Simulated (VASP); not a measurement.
# W (Im-3m) in VASP: notebook, part 2 of 2

VASP 6.6.1. The steps go on from the part before.

## 3. Single point, r2SCAN

POSCAR reads:

```
W
1.0
   -1.5848038465      1.5848038465      1.5848038465
    1.5848038465     -1.5848038465      1.5848038465
    1.5848038465      1.5848038465     -1.5848038465
W
1
Direct
    0.0000000000      0.0000000000      0.0000000000
```

INCAR.step1 reads:

```
SYSTEM = W
PREC = Accurate
ENCUT = 520
ISMEAR = 0
SIGMA = 0.1
LREAL = .False.
LASPH = .True.
NELM = 60
NBANDS = 13
GGA = PE
ALGO = Normal
EDIFF = 1E-4
LWAVE = .True.
LCHARG = .False.
```

INCAR.step2 reads:

```
SYSTEM = W
PREC = Accurate
ENCUT = 520
EDIFF = 1E-6
ISMEAR = 0
SIGMA = 0.1
LREAL = .False.
LASPH = .True.
NELM = 60
ALGO = Normal
ISIF = 2
LWAVE = .False.
LCHARG = .False.
METAGGA = R2SCAN
LMIXTAU = .True.
NBANDS = 13
ISTART = 1
```

KPOINTS reads:

```
regular mesh
0
Gamma
  14 14 14
  0 0 0
```

Potentials or basis: VASP PAW PBE potentials, release 64 (W_sv).

Started as:

```
$ cat potpaw_PBE.64/W_sv/POTCAR > POTCAR
$ cp INCAR.step1 INCAR
$ mpirun -np 1 vasp_std > vasp.out
$ cp INCAR.step2 INCAR
$ mpirun -np 1 vasp_std > vasp.out
```

OUTCAR:

```text
SYSTEM = W
   PREC = Accurate
   ENCUT = 520
   EDIFF = 1E-6
   ISMEAR = 0
   LREAL = .False.
   LASPH = .True.
   NELM = 60
   ISIF = 2
   METAGGA = R2SCAN
   ISTART = 1

 ion  position               nearest neighbor table
   1  0.000  0.000  0.000-

  LATTYP: Found a body centered cubic cell.
 ALAT       =     3.1696076930

  Lattice vectors:

 A1 = (  -1.5848038465,   1.5848038465,   1.5848038465)
 A2 = (   1.5848038465,  -1.5848038465,   1.5848038465)
 A3 = (   1.5848038465,   1.5848038465,  -1.5848038465)

Analysis of symmetry for initial positions (statically):
=====================================================================
 Subroutine PRICEL returns:
 Original cell was already a primitive cell.

 Routine SETGRP: Setting up the symmetry group for a
 body centered cubic supercell.

 Subroutine GETGRP returns: Found 48 space group operations
 (whereof 48 operations were pure point group operations)
 out of a pool of 48 trial point group operations.

The static configuration has the point symmetry O_h .

Analysis of symmetry for dynamics (positions and initial velocities):
[... 159 lines left out ...]
 val. band max:       11.3044348935   @ k =  -0.4286   0.5000   0.2857
 cond. band min:      11.3276217860   @ k =   0.5000   0.5000   0.2857
 fundamental gap:      0.0231868925
 Fermi energy:        11.3107072746

 k-point     1 :       0.0000    0.0000    0.0000
  band No.  band energies     occupation
      1     -64.9109      2.00000
      2     -27.7755      2.00000
      3     -27.7755      2.00000
      4     -27.7755      2.00000
      5       1.1216      2.00000
      6       9.9456      2.00000
      7       9.9456      2.00000
      8       9.9456      2.00000
      9      13.7696      0.00000
     10      13.7697      0.00000
     11      26.4770      0.00000
     12      26.4770      0.00000
     13      26.4770      0.00000
[... 354 lines left out ...]
  band No.  band energies     occupation
      1     -64.7450      2.00000
      2     -28.8140      2.00000
      3     -28.6075      2.00000
      4     -27.9441      2.00000
      5       6.5754      2.00000
      6       8.0647      2.00000
      7       8.7801      2.00000
      8      13.9063      0.00000
      9      14.5172      0.00000
     10      20.0928      0.00000
     11      21.7333      0.00000
     12      23.8781      0.00000
     13      29.1392      0.00000

 [... further k-points ...]
[... 5 lines left out ...]
  --------------------------------------------------------------------------------------
  -------------------------------------------------------------------------------------
  Total        0.1359955      0.1359955      0.1359955     -0.0000000      0.0000000      0.0000000
  in kB       13.6851177     13.6851177     13.6851177     -0.0000000      0.0000000      0.0000000
  external PRESSURE =      13.6851177 kB  Pullay stress =       0.0000000 kB

 VOLUME and BASIS-vectors are now :
 -----------------------------------------------------------------------------
  energy-cutoff  :      520.00
  volume of cell :       15.92
      direct lattice vectors                 reciprocal lattice vectors
    -1.584803847  1.584803847  1.584803847     0.000000000  0.315496458  0.315496458
     1.584803847 -1.584803847  1.584803847     0.315496458  0.000000000  0.315496458
     1.584803847  1.584803847 -1.584803847     0.315496458  0.315496458  0.000000000

 POSITION                                       TOTAL-FORCE (eV/Angst)
 -----------------------------------------------------------------------------------
      0.00000      0.00000      0.00000         0.000000      0.000000      0.000000
 -----------------------------------------------------------------------------------
    total drift:                                0.000000     -0.000000      0.000000

  FREE ENERGIE OF THE ION-ELECTRON SYSTEM (eV)
  ---------------------------------------------------
  free  energy   TOTEN  =       -51.3465980243 eV

  energy  without entropy=      -51.3437312180  energy(sigma->0) =      -51.34516462
```

OUTCAR.step1:

```text
SYSTEM = W
   PREC = Accurate
   ENCUT = 520
   ISMEAR = 0
   LREAL = .False.
   LASPH = .True.
[... 600 lines left out ...]
 POSITION                                       TOTAL-FORCE (eV/Angst)
 -----------------------------------------------------------------------------------
      0.00000      0.00000      0.00000        -0.000000     -0.000000     -0.000000
 -----------------------------------------------------------------------------------
    total drift:                                0.000000     -0.000000      0.000000

  FREE ENERGIE OF THE ION-ELECTRON SYSTEM (eV)
  ---------------------------------------------------
  free  energy   TOTEN  =       -12.9446882092 eV

  energy  without entropy=      -12.9406795316  energy(sigma->0) =      -12.94268387
```

OSZICAR.step1:

```text
N       E                     dE             d eps       ncg     rms          rms(c)
DAV:   1     0.832795421543E+02    0.83280E+02   -0.74683E+03  2733   0.123E+03
DAV:   2    -0.119813050716E+02   -0.95261E+02   -0.91687E+02  3069   0.317E+02
DAV:   3    -0.135645574082E+02   -0.15833E+01   -0.15760E+01  2889   0.394E+01
DAV:   4    -0.135709506604E+02   -0.63933E-02   -0.63931E-02  3029   0.277E+00
DAV:   5    -0.135710057857E+02   -0.55125E-04   -0.55124E-04  2979   0.240E-01    0.208E+01
DAV:   6    -0.130807269082E+02    0.49028E+00   -0.40890E-01  2784   0.858E+00    0.831E+00
DAV:   7    -0.129489496426E+02    0.13178E+00   -0.22030E-01  2974   0.599E+00    0.675E-01
DAV:   8    -0.129446864952E+02    0.42631E-02   -0.42025E-03  2759   0.837E-01    0.753E-02
DAV:   9    -0.129446882092E+02   -0.17140E-05   -0.72079E-05  2097   0.109E-01
   1 F= -.12944688E+02 E0= -.12942684E+02  d E =-.400868E-02
```

It took 1.8 min on 1 thread of Intel Xeon 8259CL, shared host; peak memory 0.14 GiB.

What came out:

| Item | Value |
| --- | --- |
| Free energy | -51.3466 eV |
| Pressure | 1.4 GPa |
| Band gap on the k mesh | zero (bands 7 and 8 overlap by 6.58 eV) |

Levels at points of the mesh, in eV from the Fermi level:
```
           k point  band 3  band 4  band 5  band 6  band 7  band 8  band 9  band 10  band 11  band 12
(0.00, 0.00, 0.00)  -39.09  -39.09  -10.19   -1.37   -1.37   -1.37    2.46     2.46    15.17    15.17
(0.50, 0.00, 0.00)  -39.52  -39.09   -6.62   -3.82    0.43    2.30    3.34     6.21    11.50    11.98
(0.50, 0.50, 0.50)  -40.03  -40.03   -6.07   -6.07    5.21    5.21    5.21     8.42     8.42     8.42
```

Caveat: the PAW data sets were made with another functional, which shifts forces and pressure a little; spin-orbit coupling is left out, which moves the levels of the heavy elements.
